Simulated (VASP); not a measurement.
# ZrSi2 (P4_2/mnm) in VASP: single point with PBE

Aim: the single point of ZrSi2 with PBE.

All numbers are computed with VASP 6.6.1; they aren't measurements. Logs are shortened: lines on timing, memory, paths and dates and some standing lists are left out, and cuts for length are marked.

### 1 The cell of the first run

It takes space group P4_2/mnm (No. 136, tetragonal). The conventional cell has a = 7.249 Å, b = 7.249 Å, c = 2.722 Å, α = 90.00°, β = 90.00°, γ = 90.00°. Zr (site symmetry mmm) has 6 Si at 2.71 to 2.77 Å and 2 Zr at 2.72 Å within 3.6 Å. Si (site symmetry m2m) has 3 Zr at 2.71 to 2.77 Å and 2 Si at 2.72 Å within 3.6 Å.

### 2 Single point, PBE

INCAR reads:

```
SYSTEM = ZrSi2
ALGO     = Normal         ! electronic algorithm
EDIFF    = 1E-7           ! SCF threshold, eV
ENCUT    = 520            ! plane-wave cutoff, eV
GGA      = PE             ! functional
ISIF     = 2              ! what is computed and relaxed
ISMEAR   = 0              ! smearing method
LASPH    = .True.         ! aspherical terms in the spheres
LCHARG   = .False.        ! write CHGCAR
LREAL    = .False.        ! projectors in reciprocal space
LWAVE    = .False.        ! write WAVECAR
NBANDS   = 29             ! bands
NELM     = 80             ! most SCF steps
PREC     = Accurate       ! precision mode
SIGMA    = 0.1            ! smearing width, eV
```

KPOINTS reads:

```
k-points
0
Gamma
  6 6 14
  0 0 0
```

POSCAR reads:

```
ZrSi2
1.0
    7.2494275786      0.0000000000      0.0000000000
    0.0000000000      7.2494275786      0.0000000000
    0.0000000000      0.0000000000      2.7219157430
Zr Si
2 4
Direct
    0.0000000000      0.0000000000      0.0000000000
    0.5000000000      0.5000000000      0.5000000000
    0.2645045467      0.2645045467      0.0000000000
    0.2354954533      0.7645045467      0.5000000000
    0.7354954533      0.7354954533      0.0000000000
    0.7645045467      0.2354954533      0.5000000000
```

Potentials or basis: VASP PAW PBE potentials, release 64 (Zr_sv, Si).

Launch:

```bash
> cat potpaw_PBE.64/Zr_sv/POTCAR potpaw_PBE.64/Si/POTCAR > POTCAR
> mpirun -np 1 vasp_std > vasp.out
```

OUTCAR:

```text
SYSTEM = ZrSi2
   EDIFF = 1E-7
   ENCUT = 520
   GGA = PE
   ISIF = 2
   ISMEAR = 0
   LASPH = .True.
   LREAL = .False.
   NELM = 80
   PREC = Accurate

 ion  position               nearest neighbor table
   1  0.000  0.000  0.000-   3 2.71   5 2.71   4 2.77   6 2.77   4 2.77   6 2.77
   2  0.500  0.500  0.500-   4 2.71   6 2.71   5 2.77   3 2.77   3 2.77   5 2.77
   3  0.265  0.265  0.000-   1 2.71   2 2.77   2 2.77
   4  0.235  0.765  0.500-   2 2.71   1 2.77   1 2.77
   5  0.735  0.735  0.000-   1 2.71   2 2.77   2 2.77
   6  0.765  0.235  0.500-   2 2.71   1 2.77   1 2.77

  LATTYP: Found a simple tetragonal cell.
 ALAT       =     7.2494275786
 C/A-ratio  =     0.3754662990

  Lattice vectors:

 A1 = (   7.2494275786,   0.0000000000,   0.0000000000)
 A2 = (   0.0000000000,   7.2494275786,   0.0000000000)
 A3 = (   0.0000000000,   0.0000000000,   2.7219157430)

Analysis of symmetry for initial positions (statically):
=====================================================================
 Subroutine PRICEL returns:
 Original cell was already a primitive cell.

 Routine SETGRP: Setting up the symmetry group for a
 simple tetragonal supercell.

 Subroutine GETGRP returns: Found 16 space group operations
 (whereof  8 operations were pure point group operations)
 out of a pool of 16 trial point group operations.

The static configuration has the point symmetry D_2h.
 The point group associated with its full space group is D_4h.

Analysis of symmetry for dynamics (positions and initial velocities):
=====================================================================
 Subroutine PRICEL returns:
 Original cell was already a primitive cell.

 Routine SETGRP: Setting up the symmetry group for a
 simple tetragonal supercell.

 Subroutine GETGRP returns: Found 16 space group operations
 (whereof  8 operations were pure point group operations)
 out of a pool of 16 trial point group operations.

The dynamic configuration has the point symmetry D_2h.
 The point group associated with its full space group is D_4h.

 Subroutine INISYM returns: Found 16 space group operations
 (whereof  8 operations are pure point group operations),
 and found     1 'primitive' translations

----------------------------------------------------------------------------------------

                                     Primitive cell

  volume of cell :     143.0481

  direct lattice vectors                    reciprocal lattice vectors
     7.249427579  0.000000000  0.000000000     0.137941926  0.000000000  0.000000000
     0.000000000  7.249427579  0.000000000     0.000000000  0.137941926  0.000000000
     0.000000000  0.000000000  2.721915743     0.000000000  0.000000000  0.367388301

  length of vectors
     7.249427579  7.249427579  2.721915743     0.137941926  0.137941926  0.367388301

  position of ions in fractional coordinates (direct lattice)
     0.000000000  0.000000000  0.000000000
     0.500000000  0.500000000  0.500000000
     0.264504547  0.264504547  0.000000000
     0.235495453  0.764504547  0.500000000
     0.735495453  0.735495453  0.000000000
     0.764504547  0.235495453  0.500000000

  ion indices of the primitive-cell ions
   primitive index   ion index
                 1           1
                 2           2
                 3           3
                 4           4
                 5           5
                 6           6

----------------------------------------------------------------------------------------

 KPOINTS: k-points

Automatic generation of k-mesh.
 Grid dimensions read from file:
 generate k-points for:    6    6   14

 Generating k-lattice:

  Cartesian coordinates                     Fractional coordinates (reciprocal lattice)
     0.022990321  0.000000000  0.000000000     0.166666667  0.000000000  0.000000000
     0.000000000  0.022990321  0.000000000     0.000000000  0.166666667  0.000000000
     0.000000000  0.000000000  0.026242021     0.000000000  0.000000000  0.071428571

  Length of vectors
     0.022990321  0.022990321  0.026242021

  Shift w.r.t. Gamma in fractional coordinates (k-lattice)
     0.000000000  0.000000000  0.000000000

 Subroutine IBZKPT returns following result:
 ===========================================

 Found     80 irreducible k-points:

 Following reciprocal coordinates:
            Coordinates               Weight
  0.000000  0.000000  0.000000      1.000000
  0.166667  0.000000  0.000000      4.000000
  0.333333  0.000000  0.000000      4.000000
  0.500000  0.000000  0.000000      2.000000
  0.166667  0.166667  0.000000      4.000000
  0.333333  0.166667  0.000000      8.000000
[... 16 lines left out ...]
  0.333333  0.000000  0.142857      8.000000
  0.500000  0.000000  0.142857      4.000000
 [... further k-points ...]
   k-points           NKPTS =     80   k-points in BZ     NKDIM =     80   number of bands    NBANDS=     29
   number of dos      NEDOS =    301   number of ions     NIONS =      6
   total plane-waves  NPLWV =  58320
   dimension x,y,z NGX =    54 NGY =   54 NGZ =   20
   dimension x,y,z NGXF=   108 NGYF=  108 NGZF=   40
   ions per type =               2   4
   NGX,Y,Z   is equivalent  to a cutoff of  12.38, 12.38, 12.22 a.u.
   NGXF,Y,Z  is equivalent  to a cutoff of  24.77, 24.77, 24.43 a.u.
 SYSTEM =  ZrSi2
   PREC   = accura    normal or accurate (medium, high low for compatibility)
   ISTART =      0    job   : 0-new  1-cont  2-samecut
   ICHARG =      2    charge: 1-file 2-atom 10-const
   ISPIN  =      1    spin polarized calculation?
   LNONCOLLINEAR =      F non collinear calculations
   LSORBIT =      F    spin-orbit coupling
   LASPH  =      T    aspherical Exc in radial PAW
   ENCUT  =  520.0 eV  38.22 Ry    6.18 a.u.  13.48 13.48  5.06*2*pi/ulx,y,z
   NELM   =     80;   NELMIN=  2; NELMDL= -5     # of ELM steps
   EDIFF  = 0.1E-06   stopping-criterion for ELM
   LREAL  =      F    real-space projection
   EDIFFG = 0.1E-05   stopping-criterion for IOM
   NSW    =      0    number of steps for IOM
   IBRION =     -1    ionic relax: 0-MD 1-quasi-New 2-CG
   NFREE  =      0    steps in history (QN), initial steepest desc. (CG)
   ISIF   =      2    stress and relaxation
   ISYM   =      2    0-nonsym 1-usesym 2-fastsym
   POTIM  = 0.5000    time-step for ionic-motion
   TEBEG  =    0.0;   TEEND  =   0.0 temperature during run
   PSTRESS=    0.0 pullay stress
   NELECT =      40.0000    total number of electrons
   NUPDOWN=      -1.0000    fix difference up-down
   EMIN   =  10.00;   EMAX   =-10.00  energy-range for DOS
   EFERMI =   0.00;   METHOD = LEGACY
   ISMEAR =     0;   SIGMA  =   0.10  broadening in eV -4-tet -1-fermi 0-gaus
   EFERMI_NEDOS =   21; number of points for ismear=-14 and -15
   IALGO  =     38    algorithm
   IMIX   =      4    mixing-type and parameters
     AMIX     =   0.40;   BMIX     =  1.00
     AMIX_MAG =   1.60;   BMIX_MAG =  1.00
  volume/ion in A,a.u.               =      23.84       160.89
  Fermi-wavevector in a.u.,A,eV,Ry     =   1.070535  2.023017 15.592886  1.146045
  Thomas-Fermi vector in A             =   2.206248
   LORBIT       =      0    0 simple, 1 ext, 2 COOP (PROOUT), +10 PAW based schemes
   GGA     = PE    functional components
   LHFCALC =     F    Hartree Fock is set to
   AEXX    =    0.0000 exact exchange contribution
   IVDW    =     0    specifies the selected vdW correction
   LEPSILON=     F    determine dielectric tensor
   LRPA    =     F    only Hartree local field effects (RPA)
 non-spin polarized calculation
 Gauss-broadening in eV      SIGMA  =   0.10
  energy-cutoff  :      520.00
  volume of cell :      143.05
 maximum number of plane-waves:      3888
 NGX is ok and might be reduce to    54
   NGX = 27   NGY = 27   NGZ = 11

 number of electron      39.9999996 magnetization

 Free energy of the ion-electron system (eV)
  ---------------------------------------------------
  ext. energy  EPLUGINS =         0.00000000
  ---------------------------------------------------
  free energy    TOTEN  =       -36.17346006 eV

  energy without entropy =      -36.15289578  energy(sigma->0) =      -36.16317792

 E-fermi :   5.4756     XC(G=0):  -9.4397

 val. band max:        5.4716527096   @ k =   0.1667   0.1667   0.3571
 cond. band min:       5.4761060808   @ k =   0.1667   0.0000   0.2143
 fundamental gap:      0.0044533712
 Fermi energy:         5.4756132458

 k-point     1 :       0.0000    0.0000    0.0000
  band No.  band energies     occupation
      1     -42.7716      2.00000
      2     -42.7713      2.00000
      3     -20.9359      2.00000
      4     -20.9359      2.00000
      5     -20.8827      2.00000
      6     -20.8827      2.00000
[... 21 lines left out ...]
     28       9.7117      0.00000
     29      10.4225      0.00000

 k-point     2 :       0.1667    0.0000    0.0000
  band No.  band energies     occupation
      1     -42.7716      2.00000
      2     -42.7713      2.00000
      3     -20.9358      2.00000
      4     -20.9358      2.00000
      5     -20.8828      2.00000
      6     -20.8828      2.00000
[... 21 lines left out ...]
     28       9.7198      0.00000
     29      10.4065      0.00000

 k-point     3 :       0.3333    0.0000    0.0000
  band No.  band energies     occupation
      1     -42.7715      2.00000
      2     -42.7714      2.00000
      3     -20.9355      2.00000
      4     -20.9355      2.00000
      5     -20.8831      2.00000
      6     -20.8831      2.00000
[... 21 lines left out ...]
     28       9.8394      0.00000
     29      10.3721      0.00000

 k-point     4 :       0.5000    0.0000    0.0000
  band No.  band energies     occupation
      1     -42.7714      2.00000
      2     -42.7714      2.00000
      3     -20.9353      2.00000
      4     -20.9353      2.00000
      5     -20.8832      2.00000
      6     -20.8832      2.00000
[... 597 lines left out ...]
     28       8.8744      0.00000
     29       9.5475      0.00000

 k-point    23 :       0.3333    0.0000    0.1429
  band No.  band energies     occupation
      1     -42.7196      2.00000
      2     -42.7194      2.00000
      3     -20.8812      2.00000
      4     -20.8812      2.00000
      5     -20.8346      2.00000
      6     -20.8346      2.00000
[... 21 lines left out ...]
     28       8.6316      0.00000
     29      10.4027      0.00000

 k-point    24 :       0.5000    0.0000    0.1429
  band No.  band energies     occupation
      1     -42.7195      2.00000
      2     -42.7195      2.00000
      3     -20.8811      2.00000
      4     -20.8811      2.00000
      5     -20.8347      2.00000
      6     -20.8347      2.00000
[... 21 lines left out ...]
     28       8.5677      0.00000
     29      11.0065      0.00000

 [... further k-points ...]
[... 5 lines left out ...]
  --------------------------------------------------------------------------------------
  -------------------------------------------------------------------------------------
  Total        0.0090032      0.0090032      0.0305177      0.0000000      0.0000000      0.0000000
  in kB        0.1008388      0.1008388      0.3418062      0.0000000      0.0000000      0.0000000
  external PRESSURE =       0.1811613 kB  Pullay stress =       0.0000000 kB

 VOLUME and BASIS-vectors are now :
 -----------------------------------------------------------------------------
  energy-cutoff  :      520.00
  volume of cell :      143.05
      direct lattice vectors                 reciprocal lattice vectors
     7.249427579  0.000000000  0.000000000     0.137941926  0.000000000  0.000000000
     0.000000000  7.249427579  0.000000000     0.000000000  0.137941926  0.000000000
     0.000000000  0.000000000  2.721915743     0.000000000  0.000000000  0.367388301

 POSITION                                       TOTAL-FORCE (eV/Angst)
 -----------------------------------------------------------------------------------
      0.00000      0.00000      0.00000         0.000000      0.000000      0.000000
      3.62471      3.62471      1.36096         0.000000      0.000000      0.000000
      1.91751      1.91751      0.00000        -0.000213     -0.000213     -0.000000
      1.70721      5.54222      1.36096         0.000213     -0.000213      0.000000
      5.33192      5.33192      0.00000         0.000213      0.000213      0.000000
      5.54222      1.70721      1.36096        -0.000213      0.000213      0.000000
 -----------------------------------------------------------------------------------
    total drift:                               -0.000000      0.000000      0.000000

  FREE ENERGIE OF THE ION-ELECTRON SYSTEM (eV)
  ---------------------------------------------------
  free  energy   TOTEN  =       -36.1734600633 eV

  energy  without entropy=      -36.1528957831  energy(sigma->0) =      -36.16317792
```

Run time: 4.6 min. Hardware: 1 thread of Intel Xeon 6975P-C, shared host; peak memory 0.41 GiB.

What came out:

| Property | Result |
| --- | --- |
| Free energy | -36.1735 eV |
| Pressure | 0.0 GPa |
| Band gap on the k mesh | zero (band 20 reaches 6.20 eV, above the bottom of band 21 at 4.61 eV) |
